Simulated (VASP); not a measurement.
# Cs (Im-3m) in VASP: a series of runs

Runs on Cs. Level: BLYP. Tasks: single point.

Program: VASP 6.6.1. These are calculated values, not measurements. Logs are shortened: lines on timing, memory, paths and dates and some standing lists are left out, and cuts for length are marked.

## Step 1: The cell of the first run

The structure is cubic, space group Im-3m (No. 229). Conventional cell: a = 6.370 Å, b = 6.370 Å, c = 6.370 Å, α = 90.00°, β = 90.00°, γ = 90.00°.

## Step 2: Single point, BLYP (129.25 Å³/atom)

Input file INCAR:

```
PREC = Accurate
ENCUT = 520
EDIFF = 1E-7
ISMEAR = -1
SIGMA = 0.1
LREAL = F
LASPH = T
NELM = 100
ALGO = Normal
ISIF = 2
LWAVE = F
LCHARG = F
GGA = B5
ALDAX = 1.0
AGGAX = 1.0
AGGAC = 1.0
ALDAC = 0.0
NBANDS = 10
```

Input file KPOINTS:

```
regular mesh
0
Gamma
  12 12 12
```

Input file POSCAR:

```
Cs
1.0
   -3.1851073879      3.1851073879      3.1851073879
    3.1851073879     -3.1851073879      3.1851073879
    3.1851073879      3.1851073879     -3.1851073879
Cs
1
Direct
    0.0000000000      0.0000000000      0.0000000000
```

Potentials or basis: VASP PAW PBE potentials, release 64 (Cs_sv).

Started as:

```console
cat potpaw_PBE.64/Cs_sv/POTCAR > POTCAR
mpirun -np 1 vasp_std > vasp.out
```

OUTCAR:

```text
PREC = Accurate
   ENCUT = 520
   EDIFF = 1E-7
   ISMEAR = -1
   LREAL = F
   LASPH = T
   NELM = 100
   ISIF = 2
   GGA = B5

 ion  position               nearest neighbor table
   1  0.000  0.000  0.000-

  LATTYP: Found a body centered cubic cell.
 ALAT       =     6.3702147758

  Lattice vectors:

 A1 = (  -3.1851073879,   3.1851073879,   3.1851073879)
 A2 = (   3.1851073879,  -3.1851073879,   3.1851073879)
 A3 = (   3.1851073879,   3.1851073879,  -3.1851073879)

Analysis of symmetry for initial positions (statically):
=====================================================================
 Subroutine PRICEL returns:
 Original cell was already a primitive cell.

 Routine SETGRP: Setting up the symmetry group for a
 body centered cubic supercell.

 Subroutine GETGRP returns: Found 48 space group operations
 (whereof 48 operations were pure point group operations)
 out of a pool of 48 trial point group operations.

The static configuration has the point symmetry O_h .

Analysis of symmetry for dynamics (positions and initial velocities):
=====================================================================
 Subroutine PRICEL returns:
 Original cell was already a primitive cell.

 Routine SETGRP: Setting up the symmetry group for a
 body centered cubic supercell.

 Subroutine GETGRP returns: Found 48 space group operations
 (whereof 48 operations were pure point group operations)
 out of a pool of 48 trial point group operations.

The dynamic configuration has the point symmetry O_h .

 Subroutine INISYM returns: Found 48 space group operations
 (whereof 48 operations are pure point group operations),
 and found     1 'primitive' translations

----------------------------------------------------------------------------------------

                                     Primitive cell

  volume of cell :     129.2505

  direct lattice vectors                    reciprocal lattice vectors
    -3.185107388  3.185107388  3.185107388     0.000000000  0.156980578  0.156980578
     3.185107388 -3.185107388  3.185107388     0.156980578  0.000000000  0.156980578
     3.185107388  3.185107388 -3.185107388     0.156980578  0.156980578  0.000000000

  length of vectors
     5.516767823  5.516767823  5.516767823     0.222004063  0.222004063  0.222004063

  position of ions in fractional coordinates (direct lattice)
     0.000000000  0.000000000  0.000000000

  ion indices of the primitive-cell ions
   primitive index   ion index
                 1           1

----------------------------------------------------------------------------------------

 KPOINTS: regular mesh

Automatic generation of k-mesh.
 Grid dimensions read from file:
 generate k-points for:   12   12   12

 Generating k-lattice:

  Cartesian coordinates                     Fractional coordinates (reciprocal lattice)
     0.000000000  0.013081715  0.013081715     0.083333333  0.000000000  0.000000000
     0.013081715  0.000000000  0.013081715     0.000000000  0.083333333  0.000000000
     0.013081715  0.013081715  0.000000000     0.000000000  0.000000000  0.083333333

  Length of vectors
     0.018500339  0.018500339  0.018500339

  Shift w.r.t. Gamma in fractional coordinates (k-lattice)
     0.000000000  0.000000000  0.000000000

 Subroutine IBZKPT returns following result:
 ===========================================

 Found     72 irreducible k-points:

 Following reciprocal coordinates:
            Coordinates               Weight
  0.000000  0.000000  0.000000      1.000000
  0.083333  0.000000  0.000000     12.000000
  0.166667  0.000000  0.000000     12.000000
  0.250000  0.000000  0.000000     12.000000
  0.333333  0.000000  0.000000     12.000000
  0.416667  0.000000  0.000000     12.000000
[... 16 lines left out ...]
  0.333333  0.083333  0.083333     24.000000
  0.416667  0.083333  0.083333     12.000000
 [... further k-points ...]
   k-points           NKPTS =     72   k-points in BZ     NKDIM =     72   number of bands    NBANDS=     10
   number of dos      NEDOS =    301   number of ions     NIONS =      1
   total plane-waves  NPLWV =  74088
   dimension x,y,z NGX =    42 NGY =   42 NGZ =   42
   dimension x,y,z NGXF=    84 NGYF=   84 NGZF=   84
   ions per type =               1
   NGX,Y,Z   is equivalent  to a cutoff of  12.66, 12.66, 12.66 a.u.
   NGXF,Y,Z  is equivalent  to a cutoff of  25.31, 25.31, 25.31 a.u.
 SYSTEM =  unknown system
   PREC   = accura    normal or accurate (medium, high low for compatibility)
   ISTART =      0    job   : 0-new  1-cont  2-samecut
   ICHARG =      2    charge: 1-file 2-atom 10-const
   ISPIN  =      1    spin polarized calculation?
   LNONCOLLINEAR =      F non collinear calculations
   LSORBIT =      F    spin-orbit coupling
   LASPH  =      T    aspherical Exc in radial PAW
   ENCUT  =  520.0 eV  38.22 Ry    6.18 a.u.  10.26 10.26 10.26*2*pi/ulx,y,z
   NELM   =    100;   NELMIN=  2; NELMDL= -5     # of ELM steps
   EDIFF  = 0.1E-06   stopping-criterion for ELM
   LREAL  =      F    real-space projection
   EDIFFG = 0.1E-05   stopping-criterion for IOM
   NSW    =      0    number of steps for IOM
   IBRION =     -1    ionic relax: 0-MD 1-quasi-New 2-CG
   NFREE  =      0    steps in history (QN), initial steepest desc. (CG)
   ISIF   =      2    stress and relaxation
   ISYM   =      2    0-nonsym 1-usesym 2-fastsym
   POTIM  = 0.5000    time-step for ionic-motion
   TEBEG  =    0.0;   TEEND  =   0.0 temperature during run
   PSTRESS=    0.0 pullay stress
   NELECT =       9.0000    total number of electrons
   NUPDOWN=      -1.0000    fix difference up-down
   EMIN   =  10.00;   EMAX   =-10.00  energy-range for DOS
   EFERMI =   0.00;   METHOD = LEGACY
   ISMEAR =    -1;   SIGMA  =   0.10  broadening in eV -4-tet -1-fermi 0-gaus
   EFERMI_NEDOS =   21; number of points for ismear=-14 and -15
   IALGO  =     38    algorithm
   IMIX   =      4    mixing-type and parameters
     AMIX     =   0.40;   BMIX     =  1.00
     AMIX_MAG =   1.60;   BMIX_MAG =  1.00
  volume/ion in A,a.u.               =     129.25       872.23
  Fermi-wavevector in a.u.,A,eV,Ry     =   0.673511  1.272752  6.171841  0.453618
  Thomas-Fermi vector in A             =   1.749953
   LORBIT       =      0    0 simple, 1 ext, 2 COOP (PROOUT), +10 PAW based schemes
   GGA     = B5    functional components
   LHFCALC =     F    Hartree Fock is set to
   AEXX    =    0.0000 exact exchange contribution
   IVDW    =     0    specifies the selected vdW correction
   LEPSILON=     F    determine dielectric tensor
   LRPA    =     F    only Hartree local field effects (RPA)
 non-spin polarized calculation
  energy-cutoff  :      520.00
  volume of cell :      129.25
 maximum number of plane-waves:      3511
 NGX is ok and might be reduce to    42
   NGX = 21   NGY = 21   NGZ = 21

 number of electron       8.9999999 magnetization

 Free energy of the ion-electron system (eV)
  ---------------------------------------------------
  ext. energy  EPLUGINS =         0.00000000
  ---------------------------------------------------
  free energy    TOTEN  =        -0.54110972 eV

  energy without entropy =       -0.49824745  energy(sigma->0) =       -0.51967858

 E-fermi :   0.6016     XC(G=0):  -4.7090

 val. band max:        0.5692075886   @ k =   0.3333   0.0833   0.0833
 cond. band min:       0.6257651242   @ k =   0.2500   0.2500   0.0000
 fundamental gap:      0.0565575356
 Fermi energy:         0.6016131686

 k-point     1 :       0.0000    0.0000    0.0000
  band No.  band energies     occupation
      1     -23.4102      2.00000
      2     -10.2100      2.00000
      3     -10.2100      2.00000
      4     -10.2100      2.00000
      5      -0.9431      2.00000
      6       2.8167      0.00000
      7       2.8167      0.00000
      8       2.8167      0.00000
      9       3.6133      0.00000
     10       3.6133      0.00000

 k-point     2 :       0.0833    0.0000    0.0000
  band No.  band energies     occupation
      1     -23.4100      2.00000
      2     -10.2163      2.00000
      3     -10.2122      2.00000
      4     -10.2100      2.00000
      5      -0.8738      2.00000
      6       2.7522      0.00000
      7       2.7688      0.00000
      8       2.8839      0.00000
      9       3.5138      0.00000
     10       3.6075      0.00000

 k-point     3 :       0.1667    0.0000    0.0000
  band No.  band energies     occupation
      1     -23.4093      2.00000
      2     -10.2335      2.00000
      3     -10.2180      2.00000
      4     -10.2099      2.00000
      5      -0.6715      1.99999
      6       2.5686      0.00000
      7       2.5962      0.00000
      8       3.0834      0.00000
      9       3.4213      0.00000
     10       3.6062      0.00000

 k-point     4 :       0.2500    0.0000    0.0000
  band No.  band energies     occupation
      1     -23.4083      2.00000
      2     -10.2567      2.00000
      3     -10.2259      2.00000
      4     -10.2099      2.00000
      5      -0.3550      1.99986
      6       2.2480      0.00000
      7       2.4167      0.00000
      8       3.4084      0.00000
      9       3.4584      0.00000
     10       3.6401      0.00000

 k-point     5 :       0.3333    0.0000    0.0000
  band No.  band energies     occupation
      1     -23.4074      2.00000
      2     -10.2795      2.00000
      3     -10.2338      2.00000
      4     -10.2098      2.00000
      5       0.0390      1.99282
      6       1.9252      0.00000
      7       2.2633      0.00000
      8       3.5047      0.00000
      9       3.7277      0.00000
     10       3.8459      0.00000

 k-point     6 :       0.4167    0.0000    0.0000
  band No.  band energies     occupation
      1     -23.4067      2.00000
      2     -10.2960      2.00000
      3     -10.2396      2.00000
      4     -10.2097      2.00000
      5       0.4343      1.68393
      6       1.6496      0.00006
      7       2.1630      0.00000
      8       3.4427      0.00000
      9       3.8553      0.00000
     10       4.3650      0.00000

 k-point     7 :       0.5000    0.0000    0.0000
  band No.  band energies     occupation
      1     -23.4064      2.00000
      2     -10.3020      2.00000
      3     -10.2417      2.00000
      4     -10.2097      2.00000
      5       0.6382      0.81894
      6       1.5079      0.00023
      7       2.1283      0.00000
      8       3.3733      0.00000
      9       3.9321      0.00000
     10       4.6792      0.00000

 k-point     8 :       0.0833    0.0833    0.0000
  band No.  band energies     occupation
      1     -23.4095      2.00000
      2     -10.2282      2.00000
      3     -10.2144      2.00000
      4     -10.2115      2.00000
      5      -0.7378      2.00000
      6       2.6410      0.00000
      7       2.6450      0.00000
      8       3.0197      0.00000
      9       3.3911      0.00000
     10       3.6406      0.00000

 k-point     9 :       0.1667    0.0833    0.0000
  band No.  band energies     occupation
      1     -23.4087      2.00000
      2     -10.2477      2.00000
      3     -10.2213      2.00000
      4     -10.2121      2.00000
      5      -0.4773      1.99996
      6       2.3852      0.00000
      7       2.4696      0.00000
      8       3.2777      0.00000
      9       3.3504      0.00000
     10       3.7030      0.00000
[... 118 lines left out ...]
 k-point    19 :       0.3333    0.3333    0.0000
  band No.  band energies     occupation
      1     -23.4059      2.00000
      2     -10.2738      2.00000
      3     -10.2738      2.00000
      4     -10.2217      2.00000
      5       1.3495      0.00113
      6       1.5282      0.00019
      7       1.5282      0.00019
      8       3.3755      0.00000
      9       3.7279      0.00000
     10       3.7279      0.00000

 k-point    20 :       0.0833    0.0833    0.0833
  band No.  band energies     occupation
      1     -23.4089      2.00000
      2     -10.2452      2.00000
      3     -10.2147      2.00000
      4     -10.2147      2.00000
      5      -0.5411      1.99998
      6       2.4443      0.00000
      7       2.4443      0.00000
      8       3.2585      0.00000
      9       3.5470      0.00000
     10       3.5470      0.00000

 k-point    21 :       0.1667    0.0833    0.0833
  band No.  band energies     occupation
      1     -23.4080      2.00000
      2     -10.2639      2.00000
      3     -10.2231      2.00000
      4     -10.2150      2.00000
      5      -0.2302      1.99951
      6       2.1772      0.00000
      7       2.2616      0.00000
      8       3.5520      0.00000
      9       3.5699      0.00000
     10       3.6764      0.00000

 k-point    22 :       0.2500    0.0833    0.0833
  band No.  band energies     occupation
      1     -23.4072      2.00000
      2     -10.2805      2.00000
      3     -10.2335      2.00000
      4     -10.2154      2.00000
      5       0.1629      1.97543
      6       1.8997      0.00000
      7       2.1221      0.00000
      8       3.5886      0.00000
      9       3.7889      0.00000
     10       3.8974      0.00000

 k-point    23 :       0.3333    0.0833    0.0833
  band No.  band energies     occupation
      1     -23.4066      2.00000
      2     -10.2917      2.00000
      3     -10.2419      2.00000
      4     -10.2156      2.00000
      5       0.5692      1.16062
      6       1.6475      0.00006
      7       2.0358      0.00000
      8       3.4761      0.00000
      9       3.8940      0.00000
     10       4.1159      0.00000

 k-point    24 :       0.4167    0.0833    0.0833
  band No.  band energies     occupation
      1     -23.4064      2.00000
      2     -10.2957      2.00000
      3     -10.2450      2.00000
      4     -10.2157      2.00000
      5       0.7907      0.26240
      6       1.5037      0.00024
      7       2.0067      0.00000
      8       3.3626      0.00000
      9       3.9457      0.00000
     10       4.1804      0.00000

 [... further k-points ...]
[... 5 lines left out ...]
  --------------------------------------------------------------------------------------
  -------------------------------------------------------------------------------------
  Total       -0.0466377     -0.0466377     -0.0466377     -0.0000000     -0.0000000      0.0000000
  in kB       -0.5781166     -0.5781166     -0.5781166     -0.0000000     -0.0000000      0.0000000
  external PRESSURE =      -0.5781166 kB  Pullay stress =       0.0000000 kB

 VOLUME and BASIS-vectors are now :
 -----------------------------------------------------------------------------
  energy-cutoff  :      520.00
  volume of cell :      129.25
      direct lattice vectors                 reciprocal lattice vectors
    -3.185107388  3.185107388  3.185107388     0.000000000  0.156980578  0.156980578
     3.185107388 -3.185107388  3.185107388     0.156980578  0.000000000  0.156980578
     3.185107388  3.185107388 -3.185107388     0.156980578  0.156980578  0.000000000

 POSITION                                       TOTAL-FORCE (eV/Angst)
 -----------------------------------------------------------------------------------
      0.00000      0.00000      0.00000         0.000000     -0.000000      0.000000
 -----------------------------------------------------------------------------------
    total drift:                               -0.000000      0.000000      0.000000

  FREE ENERGIE OF THE ION-ELECTRON SYSTEM (eV)
  ---------------------------------------------------
  free  energy   TOTEN  =        -0.5411097154 eV

  energy  without entropy=       -0.4982474538  energy(sigma->0) =       -0.51967858
```

Run time: 97 s. Hardware: 1 thread of Intel Xeon Platinum 8259CL at 2.50GHz (Skylake/Cascade Lake), shared host; peak memory 0.29 GiB.

What came out:

```yaml
Free_energy: -0.5411 eV
Pressure: -0.1 GPa
Band_gap_on_the_k_mesh: zero (an odd number of electrons rules out a gap without spin polarisation)
```

Caveat: the PAW data sets were made with another functional, which shifts forces and pressure a little; spin-orbit coupling is left out, which moves the levels of the heavy elements.

## Step 3: Single point, BLYP (134.22 Å³/atom)

This run uses another cell than the first one, of 134.22 Å³/atom.

Input file INCAR:

```
AGGAC = 1.0
AGGAX = 1.0
ALDAC = 0.0
ALDAX = 1.0
ALGO = Normal
EDIFF = 1E-6
ENCUT = 520
GGA = B5
ISIF = 2
ISMEAR = -1
LASPH = T
LCHARG = F
LREAL = F
LWAVE = F
NBANDS = 10
NELM = 60
PREC = Accurate
SIGMA = 0.1
```

Input file KPOINTS:

```
k-points
0
Gamma
  12 12 12
```

Input file POSCAR:

```
Cs
1.0
   -3.2254294834      3.2254294834      3.2254294834
    3.2254294834     -3.2254294834      3.2254294834
    3.2254294834      3.2254294834     -3.2254294834
Cs
1
Direct
    0.0000000000      0.0000000000      0.0000000000
```

Potentials or basis: VASP PAW PBE potentials, release 64 (Cs_sv).

Started as:

```console
cat potpaw_PBE.64/Cs_sv/POTCAR > POTCAR
mpirun -np 1 vasp_std > vasp.out
```

Run time: 84 s. Hardware: 1 thread of Intel Xeon Platinum 8259CL at 2.50GHz (Skylake/Cascade Lake), shared host; peak memory 0.29 GiB.

The run converged. Its results:

```
Free energy            : -0.5388 eV
Pressure               : -0.1 GPa
Band gap on the k mesh : zero (an odd number of electrons rules out a gap without spin polarisation)
```

Levels at points of the mesh, in eV from the Fermi level:
| k point | band 2 | band 3 | band 4 | band 5 | band 6 | band 7 |
| --- | --- | --- | --- | --- | --- | --- |
| (0.00, 0.00, 0.00) | -10.84 | -10.84 | -10.84 | -1.51 | 2.19 | 2.19 |
| (0.50, 0.00, 0.00) | -10.92 | -10.86 | -10.84 | 0.05 | 0.88 | 1.53 |
| (0.50, 0.50, 0.50) | -10.89 | -10.89 | -10.89 | 0.77 | 0.77 | 2.70 |

Caveat: the PAW data sets were made with another functional, which shifts forces and pressure a little; spin-orbit coupling is left out, which moves the levels of the heavy elements.

## Step 4: Single point, BLYP (139.19 Å³/atom)

This run uses another cell than the first one, of 139.19 Å³/atom.

Input file INCAR:

```
SYSTEM = Cs
PREC = Accurate
ENCUT = 520
EDIFF = 1E-7
ISMEAR = -1
SIGMA = 0.1
LREAL = .False.
LASPH = .True.
NELM = 100
ALGO = Normal
ISIF = 2
LWAVE = .False.
LCHARG = .False.
GGA = B5
ALDAX = 1.0
AGGAX = 1.0
AGGAC = 1.0
ALDAC = 0.0
NBANDS = 10
```

Input file KPOINTS:

```
Automatic mesh
0
Gamma
  12 12 12
  0 0 0
```

Input file POSCAR:

```
Cs
1.0
   -3.2647678663      3.2647678663      3.2647678663
    3.2647678663     -3.2647678663      3.2647678663
    3.2647678663      3.2647678663     -3.2647678663
Cs
1
Direct
    0.0000000000      0.0000000000      0.0000000000
```

Started as:

```console
cat potpaw_PBE.64/Cs_sv/POTCAR > POTCAR
mpirun -np 1 vasp_std > vasp.out
```

It took 85 s on 1 thread of Intel Xeon Platinum 8259CL at 2.50GHz (Skylake/Cascade Lake), shared host; peak memory 0.3 GiB.

The run converged. Its results:

```yaml
Free_energy: -0.5351 eV
Pressure: -0.1 GPa
Band_gap_on_the_k_mesh: zero (an odd number of electrons rules out a gap without spin polarisation)
```

Levels at points of the mesh, in eV from the Fermi level:
```
           k point  band 1  band 2  band 3  band 4  band 5  band 6  band 7  band 8  band 9
(0.00, 0.00, 0.00)  -24.05  -10.86  -10.86  -10.86   -1.47    2.17    2.17    2.17    2.92
(0.50, 0.00, 0.00)  -24.05  -10.93  -10.88  -10.86    0.05    0.85    1.53    2.66    3.21
(0.50, 0.50, 0.50)  -24.05  -10.91  -10.91  -10.91    0.80    0.80    2.62    2.62    2.62
```

Caveat: the PAW data sets were made with another functional, which shifts forces and pressure a little; spin-orbit coupling is left out, which moves the levels of the heavy elements.

## Step 5: Overview

```tsv
cell	gap on the mesh (eV)	pressure (GPa)
a = 5.517 Å, angles 109.5°, 1 atom	none	-0.1
a = 5.587 Å, angles 109.5°, 1 atom	none	-0.1
a = 5.655 Å, angles 109.5°, 1 atom	none	-0.1
```

Alike in all rows: task single point; level BLYP; potentials or basis VASP PAW PBE potentials, release 64 (Cs_sv); no spin polarisation; k mesh 12 × 12 × 12; cutoff (eV) 520; smearing fermi-dirac 0.1 eV.

Caveats: the PAW data sets were made with another functional, which shifts forces and pressure a little; spin-orbit coupling is left out, which moves the levels of the heavy elements.

Absolute energies hang on the potentials; compare differences alone.

The gap in the log of VASP goes by the Fermi energy; the results here count the filled bands.